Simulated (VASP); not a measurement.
C:

```xyz
2
Lattice="1.2280 0.7090 3.3470 -1.2280 0.7090 3.3470 0.0000 -1.4180 3.3470" Properties=species:S:1:pos:R:3 pbc="T T T"
C     0.0000    0.0000    8.3943
C     0.0000    0.0000    1.6467
```

```yaml
Program: VASP 6.6.1
Task: relaxation of cell and atoms
Functional: PBEsol
Potentials_or_basis: VASP PAW PBE potentials, release 64 (C)
Cutoff: 600 eV
k_mesh: 8 × 8 × 8
Occupations: fermi-dirac, width 0.1 eV
Spin: no spin polarisation
```

At the start: pressure 1.4 GPa; volume 8.74 Å³/atom.

**Question.** How do energy, volume and symmetry change on relaxing?

**Answer.** Over 9 steps the energy falls by 13.1 meV/atom and the volume is 9.27 Å³/atom (+6.0 %); space group R-3m (No. 166, to 0.1 Å) before and after.

The path:
```csv
step,energy change (eV),largest force (eV/Å),pressure (GPa),volume (Å³)
1,0.0000,0.8729,1.42,17.48
2,-0.0136,0.5239,-2.56,17.68
3,-0.0231,0.0219,-0.92,17.60
4,-0.0224,0.0525,2.84,17.49
5,-0.0235,0.0066,0.51,17.56
6,-0.0238,0.0068,0.48,17.61
7,-0.0245,0.0076,0.38,17.74
8,-0.0255,0.0095,0.22,18.01
9,-0.0262,0.0147,-0.04,18.54
```

Final structure:
```xyz
2
Lattice="1.2301 0.7102 3.5363 -1.2301 0.7102 3.5363 0.0000 -1.4204 3.5363" Properties=species:S:1:pos:R:3 pbc="T T T"
C     0.0000    0.0000    8.8406
C     0.0000    0.0000    1.7684
```

Caveat: this functional lacks dispersion, which binds layers or chains, so the pressure and a relaxed spacing across them are unreliable; the PAW data sets were made with another functional, which shifts forces and pressure a little.
